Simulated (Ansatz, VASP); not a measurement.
# One calculation of Te2Mo, two programs

```
CELL_PARAMETERS angstrom
-3.56355 0.00000 0.00000
-1.78177 -3.08612 0.00000
-4.45425 -2.57166 14.72622
ATOMIC_POSITIONS crystal
Te 0.80962 0.80962 0.62848
Te 0.55960 0.55960 0.12848
Te 0.60710 0.60710 0.87152
Te 0.35708 0.35708 0.37152
Mo 0.12501 0.12501 0.25000
Mo 0.04169 0.04169 0.75000
```

Alike in both runs: task single point; functional r2SCAN; k mesh 9 × 9 × 2; occupations gaussian, width 0.05 eV; no spin polarisation.

|  | VASP | Ansatz |
| --- | --- | --- |
| version | VASP 6.6.1 | Ansatz 0.2.0 |
| potentials or method | VASP PAW PBE potentials, release 64 (Te, Mo_sv), cutoff 520 eV | scalar-relativistic, plane waves, PAW |
| valence electrons in the cell | 52 | 92 |

|  | VASP | Ansatz | Ansatz less VASP |
| --- | --- | --- | --- |
| gap on the k mesh at the Fermi level (eV) | 1.03 | 1.04 | +0.009 |
| least direct gap on the mesh (eV) | 1.07 | 1.07 | -0.002 |
| pressure (GPa) | 0.3 | 0.2 | -0.11 |
| traceless stress, the component that is largest in VASP (GPa) | 0.42 | 0.36 | -0.057 |
| rms of the force components (eV/Å) | 0.040 | 0.045 | +0.0057 |

VASP's potentials were made for PBE, not for r2SCAN. Atom by atom the forces differ by 0.012 eV/Å (rms over components). VASP's potentials hold 52 valence electrons a cell and Ansatz's 92, so a difference there can come from the potentials and not from the codes.

Spin-orbit coupling is off throughout.
